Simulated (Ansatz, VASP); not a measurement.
One calculation of TaAs, two programs

INCAR

```
SYSTEM = TaAs
  PREC = Accurate
  ENCUT = 520
  EDIFF = 1E-7
  ISMEAR = 0
  SIGMA = 0.15
  LREAL = .FALSE.
  LASPH = .TRUE.
  NELM = 60
  ALGO = Normal
  ISIF = 2
  LWAVE = .FALSE.
  LCHARG = .FALSE.
  GGA = PE
  NBANDS = 24
```

The input KPOINTS:

```
Automatic mesh
0
G
  20 20 20
  0 0 0
```

POSCAR

```
TaAs
1.0
   -1.5929326983      1.5929326983      6.3366774633
    1.5929326983     -1.5929326983      6.3366774633
    1.5929326983      1.5929326983     -6.3366774633
Ta As
2 2
Direct
    0.5001741996      0.0001741996      0.5000000000
    0.7501741996      0.7501741996      0.0000000000
    0.0824252204      0.5824252204      0.5000000000
    0.3324252204      0.3324252204      0.0000000000
```

Input for Ansatz:

```yaml
crystal:
  lattice:
    - [-1.5929326983, 1.5929326983, 6.3366774633]
    - [1.5929326983, -1.5929326983, 6.3366774633]
    - [1.5929326983, 1.5929326983, -6.3366774633]
  atoms:
    - { symbol: Ta, position: [0.5001741996, 0.0001741996, 0.5] }
    - { symbol: Ta, position: [0.7501741996, 0.7501741996, 0.0] }
    - { symbol: As, position: [0.0824252204, 0.5824252204, 0.5] }
    - { symbol: As, position: [0.3324252204, 0.3324252204, 0.0] }
basis:
  ecutwfc: 420
kpoints:
  mp_grid: { grid: [20, 20, 20] }
hamiltonian:
  xc: pbe
scf:
  occupations: { method: gaussian, width: 0.15 }
output:
  forces: true
  stress: true
  eigenvalues: true
```

Change from the starting cell: strain -0.080 along x and y, +0.080 along z, atoms carried along.

Alike in both runs: task single point; functional PBE; k mesh 20 × 20 × 20; occupations gaussian, width 0.15 eV; no spin polarisation.

```csv
,VASP,Ansatz
version,VASP 6.6.1,Ansatz 0.2.0
potentials or method,"VASP PAW PBE potentials, release 64 (Ta_pv, As), cutoff 520 eV","scalar-relativistic, plane waves, PAW"
valence electrons in the cell,32,56
```

```tsv
	VASP	Ansatz	Ansatz less VASP
gap on the k mesh at the Fermi level (eV)	none	none	-
pressure (GPa)	27.0	26.2	-0.82
traceless stress, the component that is largest in VASP (GPa)	-25.12	-24.97	+0.149
rms of the force components (eV/Å)	1.041	1.027	-0.0144
```

Atom by atom the forces differ by 0.014 eV/Å (rms over components). A gap of «none» marks a metal or a gap that the smearing closes. VASP's potentials hold 32 valence electrons a cell and Ansatz's 56, so a difference there can come from the potentials and not from the codes.

Spin-orbit coupling is off throughout.
